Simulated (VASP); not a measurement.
# MgCd3O (Pm-3m) in VASP: relaxation of cell and atoms with PBE

Aim: the relaxation of cell and atoms of MgCd3O with PBE.

All numbers are computed with VASP 6.6.1; they aren't measurements. Logs are shortened: lines on timing, memory, paths and dates and some standing lists are left out, and cuts for length are marked.

## Step 1: The cell of the first run

It takes space group Pm-3m (No. 221, cubic). The conventional cell has a = 4.632 Å, b = 4.632 Å, c = 4.632 Å, α = 90.00°, β = 90.00°, γ = 90.00°. Within 3.1 Å of Mg (site symmetry m-3m) lie 6 Cd at 2.32 Å. Within 3.1 Å of Cd (site symmetry 4/mmm) lie 2 Mg at 2.32 Å. O (site symmetry m-3m) has 12 Cd at 3.28 Å and 8 Mg at 4.01 Å within 4.3 Å.

The cell was generated, and may not be a known phase.

## Step 2: Relaxation of cell and atoms, PBE

File INCAR:

```
SYSTEM = MgCd3O
  PREC = Accurate
  ENCUT = 840
  EDIFF = 1E-7
  ISMEAR = 0
  SIGMA = 0.1
  LREAL = .FALSE.
  LASPH = .TRUE.
  NELM = 120
  ALGO = Normal
  ISIF = 3
  LWAVE = .FALSE.
  LCHARG = .FALSE.
  GGA = PE
  IBRION = 2
  NSW = 90
  EDIFFG = -0.04
  GGA_COMPAT = .FALSE.
  NELMIN = 4
```

File KPOINTS:

```
regular mesh
0
G
  4 4 4
  0 0 0
```

File POSCAR:

```
MgCd3O
1.0
    4.6321863100      0.0000000000      0.0000000000
    0.0000000000      4.6321863100      0.0000000000
    0.0000000000      0.0000000000      4.6321863100
Mg Cd O
1 3 1
Direct
    0.5000000000      0.5000000000      0.5000000000
    0.5000000000      0.0000000000      0.5000000000
    0.5000000000      0.5000000000      0.0000000000
    0.0000000000      0.5000000000      0.5000000000
    0.0000000000      0.0000000000      0.0000000000
```

Potentials or basis: VASP PAW PBE potentials, release 64 (Mg_sv, Cd_sv_GW, O).

Run with:

```
cat potpaw_PBE.64/Mg_sv/POTCAR potpaw_PBE.64/Cd_sv_GW/POTCAR potpaw_PBE.64/O/POTCAR > POTCAR
mpirun -np 1 vasp_std > vasp.out
```

OUTCAR:

```text
SYSTEM = MgCd3O
   PREC = Accurate
   ENCUT = 840
   EDIFF = 1E-7
   ISMEAR = 0
   LREAL = .FALSE.
   LASPH = .TRUE.
   NELM = 120
   ISIF = 3
   GGA = PE
   IBRION = 2
   NSW = 90
   EDIFFG = -0.04
   NELMIN = 4

 ion  position               nearest neighbor table
   1  0.500  0.500  0.500-   2 2.32   3 2.32   4 2.32   3 2.32   2 2.32   4 2.32
   2  0.500  0.000  0.500-   1 2.32   1 2.32
   3  0.500  0.500  0.000-   1 2.32   1 2.32
   4  0.000  0.500  0.500-   1 2.32   1 2.32
   5  0.000  0.000  0.000-

  LATTYP: Found a simple cubic cell.
 ALAT       =     4.6321863100

  Lattice vectors:

 A1 = (   4.6321863100,   0.0000000000,   0.0000000000)
 A2 = (   0.0000000000,   4.6321863100,   0.0000000000)
 A3 = (   0.0000000000,   0.0000000000,   4.6321863100)

Analysis of symmetry for initial positions (statically):
=====================================================================
 Subroutine PRICEL returns:
 Original cell was already a primitive cell.

 Routine SETGRP: Setting up the symmetry group for a
 simple cubic supercell.

 Subroutine GETGRP returns: Found 48 space group operations
 (whereof 48 operations were pure point group operations)
 out of a pool of 48 trial point group operations.

The static configuration has the point symmetry O_h .

Analysis of symmetry for dynamics (positions and initial velocities):
=====================================================================
 Subroutine PRICEL returns:
 Original cell was already a primitive cell.

 Routine SETGRP: Setting up the symmetry group for a
 simple cubic supercell.

 Subroutine GETGRP returns: Found 48 space group operations
 (whereof 48 operations were pure point group operations)
 out of a pool of 48 trial point group operations.

The dynamic configuration has the point symmetry O_h .

 Subroutine INISYM returns: Found 48 space group operations
 (whereof 48 operations are pure point group operations),
 and found     1 'primitive' translations

----------------------------------------------------------------------------------------

                                     Primitive cell

  volume of cell :      99.3935

  direct lattice vectors                    reciprocal lattice vectors
     4.632186310  0.000000000  0.000000000     0.215880781  0.000000000  0.000000000
     0.000000000  4.632186310  0.000000000     0.000000000  0.215880781  0.000000000
     0.000000000  0.000000000  4.632186310     0.000000000  0.000000000  0.215880781

  length of vectors
     4.632186310  4.632186310  4.632186310     0.215880781  0.215880781  0.215880781

  position of ions in fractional coordinates (direct lattice)
     0.500000000  0.500000000  0.500000000
     0.500000000  0.000000000  0.500000000
     0.500000000  0.500000000  0.000000000
     0.000000000  0.500000000  0.500000000
     0.000000000  0.000000000  0.000000000

  ion indices of the primitive-cell ions
   primitive index   ion index
                 1           1
                 2           2
                 3           3
                 4           4
                 5           5

----------------------------------------------------------------------------------------

 KPOINTS: regular mesh

Automatic generation of k-mesh.
 Grid dimensions read from file:
 generate k-points for:    4    4    4

 Generating k-lattice:

  Cartesian coordinates                     Fractional coordinates (reciprocal lattice)
     0.053970195  0.000000000  0.000000000     0.250000000  0.000000000  0.000000000
     0.000000000  0.053970195  0.000000000     0.000000000  0.250000000  0.000000000
     0.000000000  0.000000000  0.053970195     0.000000000  0.000000000  0.250000000

  Length of vectors
     0.053970195  0.053970195  0.053970195

  Shift w.r.t. Gamma in fractional coordinates (k-lattice)
     0.000000000  0.000000000  0.000000000

 Subroutine IBZKPT returns following result:
 ===========================================

 Found     10 irreducible k-points:

 Following reciprocal coordinates:
            Coordinates               Weight
  0.000000  0.000000  0.000000      1.000000
  0.250000  0.000000  0.000000      6.000000
  0.500000  0.000000  0.000000      3.000000
  0.250000  0.250000  0.000000     12.000000
  0.500000  0.250000  0.000000     12.000000
  0.500000  0.500000  0.000000      3.000000
  0.250000  0.250000  0.250000      8.000000
  0.500000  0.250000  0.250000     12.000000
  0.500000  0.500000  0.250000      6.000000
  0.500000  0.500000  0.500000      1.000000
   k-points           NKPTS =     10   k-points in BZ     NKDIM =     10   number of bands    NBANDS=     45
   number of dos      NEDOS =    301   number of ions     NIONS =      5
   total plane-waves  NPLWV = 110592
   dimension x,y,z NGX =    48 NGY =   48 NGZ =   48
   dimension x,y,z NGXF=    96 NGYF=   96 NGZF=   96
   ions per type =               1   3   1
   NGX,Y,Z   is equivalent  to a cutoff of  17.23, 17.23, 17.23 a.u.
   NGXF,Y,Z  is equivalent  to a cutoff of  34.45, 34.45, 34.45 a.u.
 SYSTEM =  MgCd3O
   PREC   = accura    normal or accurate (medium, high low for compatibility)
   ISTART =      0    job   : 0-new  1-cont  2-samecut
   ICHARG =      2    charge: 1-file 2-atom 10-const
   ISPIN  =      1    spin polarized calculation?
   LNONCOLLINEAR =      F non collinear calculations
   LSORBIT =      F    spin-orbit coupling
   LASPH  =      T    aspherical Exc in radial PAW
   ENCUT  =  840.0 eV  61.74 Ry    7.86 a.u.  10.95 10.95 10.95*2*pi/ulx,y,z
   NELM   =    120;   NELMIN=  4; NELMDL= -5     # of ELM steps
   EDIFF  = 0.1E-06   stopping-criterion for ELM
   LREAL  =      F    real-space projection
   EDIFFG = -.4E-01   stopping-criterion for IOM
   NSW    =     90    number of steps for IOM
   IBRION =      2    ionic relax: 0-MD 1-quasi-New 2-CG
   NFREE  =      1    steps in history (QN), initial steepest desc. (CG)
   ISIF   =      3    stress and relaxation
   ISYM   =      2    0-nonsym 1-usesym 2-fastsym
   POTIM  = 0.5000    time-step for ionic-motion
   TEBEG  =    0.0;   TEEND  =   0.0 temperature during run
   PSTRESS=    0.0 pullay stress
   NELECT =      76.0000    total number of electrons
   NUPDOWN=      -1.0000    fix difference up-down
   EMIN   =  10.00;   EMAX   =-10.00  energy-range for DOS
   EFERMI =   0.00;   METHOD = LEGACY
   ISMEAR =     0;   SIGMA  =   0.10  broadening in eV -4-tet -1-fermi 0-gaus
   EFERMI_NEDOS =   21; number of points for ismear=-14 and -15
   IALGO  =     38    algorithm
   IMIX   =      4    mixing-type and parameters
     AMIX     =   0.40;   BMIX     =  1.00
     AMIX_MAG =   1.60;   BMIX_MAG =  1.00
  volume/ion in A,a.u.               =      19.88       134.15
  Fermi-wavevector in a.u.,A,eV,Ry     =   1.497017  2.828952 30.491463  2.241059
  Thomas-Fermi vector in A             =   2.608959
   LORBIT       =      0    0 simple, 1 ext, 2 COOP (PROOUT), +10 PAW based schemes
   GGA     = PE    functional components
   LHFCALC =     F    Hartree Fock is set to
   AEXX    =    0.0000 exact exchange contribution
   IVDW    =     0    specifies the selected vdW correction
   LEPSILON=     F    determine dielectric tensor
   LRPA    =     F    only Hartree local field effects (RPA)
 conjugate gradient relaxation of ions
 non-spin polarized calculation
 Gauss-broadening in eV      SIGMA  =   0.10
  energy-cutoff  :      840.00
  volume of cell :       99.39
 maximum number of plane-waves:      5520
 NGX is ok and might be reduce to    48
   NGX = 21   NGY = 21   NGZ = 21

--------------------------------------- Ionic step        1  -------------------------------------------

 number of electron      76.0000004 magnetization

 Free energy of the ion-electron system (eV)
  ---------------------------------------------------
  ext. energy  EPLUGINS =         0.00000000
  ---------------------------------------------------
  free energy    TOTEN  =        -3.11142297 eV

  energy without entropy =       -3.09543854  energy(sigma->0) =       -3.10343076

 E-fermi :   4.0042     XC(G=0): -10.2790

 val. band max:        3.9648954594   @ k =   0.5000   0.5000   0.0000
 cond. band min:       4.0756307313   @ k =   0.5000   0.5000   0.0000
 fundamental gap:      0.1107352719
 Fermi energy:         4.0041642308

 k-point     1 :       0.0000    0.0000    0.0000
  band No.  band energies     occupation
      1     -99.2192      2.00000
      2     -99.2179      2.00000
      3     -99.2179      2.00000
      4     -72.1754      2.00000
      5     -60.4801      2.00000
      6     -60.4801      2.00000
[... 608 lines left out ...]
 POSITION                                       TOTAL-FORCE (eV/Angst)
 -----------------------------------------------------------------------------------
      2.73577      2.73577      2.73577        -0.000000     -0.000000     -0.000000
      2.73577      0.00000      2.73577         0.000000      0.000000     -0.000000
      2.73577      2.73577     -0.00000        -0.000000     -0.000000      0.000000
      0.00000      2.73577      2.73577         0.000000     -0.000000     -0.000000
      0.00000      0.00000      0.00000        -0.000000     -0.000000     -0.000000
 -----------------------------------------------------------------------------------
    total drift:                                0.000000      0.000000     -0.000000

  FREE ENERGIE OF THE ION-ELECTRON SYSTEM (eV)
  ---------------------------------------------------
  free  energy   TOTEN  =        -5.0494274043 eV

  energy  without entropy=       -5.0004098322  energy(sigma->0) =       -5.02491862

--------------------------------------- Ionic step        5  -------------------------------------------

 number of electron      75.9999975 magnetization

 Free energy of the ion-electron system (eV)
  ---------------------------------------------------
  ext. energy  EPLUGINS =         0.00000000
  ---------------------------------------------------
  free energy    TOTEN  =        -5.08214316 eV

  energy without entropy =       -5.03955299  energy(sigma->0) =       -5.06084807

 E-fermi :   0.7958     XC(G=0):  -8.1956

 val. band max:        0.7950926111   @ k =   0.2500   0.2500   0.0000
 cond. band min:       0.8017774867   @ k =   0.5000   0.5000   0.0000
 fundamental gap:      0.0066848756
 Fermi energy:         0.7958045655

 k-point     1 :       0.0000    0.0000    0.0000
  band No.  band energies     occupation
      1    -101.6042      2.00000
      2    -101.6042      2.00000
      3    -101.6042      2.00000
      4     -75.0963      2.00000
      5     -62.7310      2.00000
      6     -62.7310      2.00000
[... 482 lines left out ...]
 VOLUME and BASIS-vectors are now :
 -----------------------------------------------------------------------------
  energy-cutoff  :      840.00
  volume of cell :      154.00
      direct lattice vectors                 reciprocal lattice vectors
     5.360122597  0.000000000 -0.000000000     0.186562897 -0.000000000 -0.000000000
     0.000000000  5.360122597 -0.000000000    -0.000000000  0.186562897 -0.000000000
     0.000000000  0.000000000  5.360122597     0.000000000  0.000000000  0.186562897

 POSITION                                       TOTAL-FORCE (eV/Angst)
 -----------------------------------------------------------------------------------
      2.68006      2.68006      2.68006        -0.000000     -0.000000     -0.000000
      2.68006      0.00000      2.68006         0.000000      0.000000     -0.000000
      2.68006      2.68006     -0.00000        -0.000000     -0.000000      0.000000
      0.00000      2.68006      2.68006         0.000000      0.000000     -0.000000
      0.00000      0.00000      0.00000        -0.000000     -0.000000     -0.000000
 -----------------------------------------------------------------------------------
    total drift:                                0.000000      0.000000     -0.000000

  FREE ENERGIE OF THE ION-ELECTRON SYSTEM (eV)
  ---------------------------------------------------
  free  energy   TOTEN  =        -5.0821431616 eV

  energy  without entropy=       -5.0395529851  energy(sigma->0) =       -5.06084807

 reached required accuracy - stopping structural energy minimisation
```

It took 14 min on 1 thread of Intel Xeon Platinum 8259CL at 2.50GHz (Skylake/Cascade Lake), shared host; peak memory 0.41 GiB.

Results:

```yaml
Free_energy: -5.0821 eV
Relaxed_volume: 30.80 Å³/atom
Relaxed_cell: a = 5.360 Å, b = 5.360 Å, c = 5.360 Å, α = 90.00°, β = 90.00°, γ = 90.00°
Space_group_after_relaxing_to_0.1_Å: Pm-3m (No. 221)
Energy_gained_by_relaxing: 394.1 meV/atom
Ionic_steps: 5
Pressure_after_relaxing: 0.0 GPa
Band_gap_on_the_k_mesh: zero (bands 38 and 39 overlap by 0.69 eV)
```

Step by step:
| step | energy change (eV) | largest force (eV/Å) | pressure (GPa) | volume (Å³) |
| --- | --- | --- | --- | --- |
| 1 | 0.0000 | 0.0000 | 18.36 | 99.39 |
| 2 | -1.8449 | 0.0000 | 2.39 | 135.90 |
| 3 | -1.9407 | 0.0000 | 1.10 | 144.81 |
| 4 | -1.9380 | 0.0000 | -1.00 | 163.81 |
| 5 | -1.9707 | 0.0000 | -0.03 | 154.00 |

Final structure:
```xyz
5
Lattice="5.3601 0.0000 0.0000 0.0000 5.3601 0.0000 0.0000 0.0000 5.3601" Properties=species:S:1:pos:R:3 pbc="T T T"
Mg    2.6801    2.6801    2.6801
Cd    2.6801    0.0000    2.6801
Cd    2.6801    2.6801    0.0000
Cd    0.0000    2.6801    2.6801
O     0.0000    0.0000    0.0000
```

Caveat: the volume moved by over 15 % at a fixed basis, so the end points are rough; semilocal functionals underestimate gaps, and a narrow one can read as zero.
